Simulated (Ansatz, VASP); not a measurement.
# One calculation of Ge, two programs

```
CELL_PARAMETERS angstrom
4.09041 0.00000 0.00000
-2.04520 3.54240 0.00000
0.00000 0.00000 3.32658
ATOMIC_POSITIONS crystal
Ge 0.66667 0.33333 0.14086
Ge 0.33333 0.66667 0.85914
```

Alike in both runs: functional LDA; k mesh 4 × 4 × 5; occupations fermi-dirac, width 0.05 eV; no spin polarisation.

|  | VASP | Ansatz |
| --- | --- | --- |
| version | VASP 6.6.1 | Ansatz 0.2.0 |
| potentials or method | VASP PAW LDA potentials, release 64 (Ge_d) | Ansatz PAW |
| plane-wave cutoff (eV) | 520 | 420 |
| valence electrons in the cell | 28 | 28 |
| task | single point | projected density of states |

|  | VASP | Ansatz | Ansatz less VASP |
| --- | --- | --- | --- |
| gap on the k mesh at the Fermi level (eV) | none | none | - |
| pressure (GPa) | -5.6 | -5.6 | -0.04 |
| traceless stress, the component that is largest in VASP (GPa) | 1.57 | 1.53 | -0.035 |
| rms of the force components (eV/Å) | 0.028 | 0.032 | +0.0047 |

LDA's correlation is that of Perdew and Zunger in VASP and of Perdew and Wang (1992) in Ansatz. Atom by atom the forces differ by 0.005 eV/Å (rms over components). A gap of «none» marks a metal or a gap that the smearing closes.

The k mesh is coarse, so the values compare programs but aren't converged.
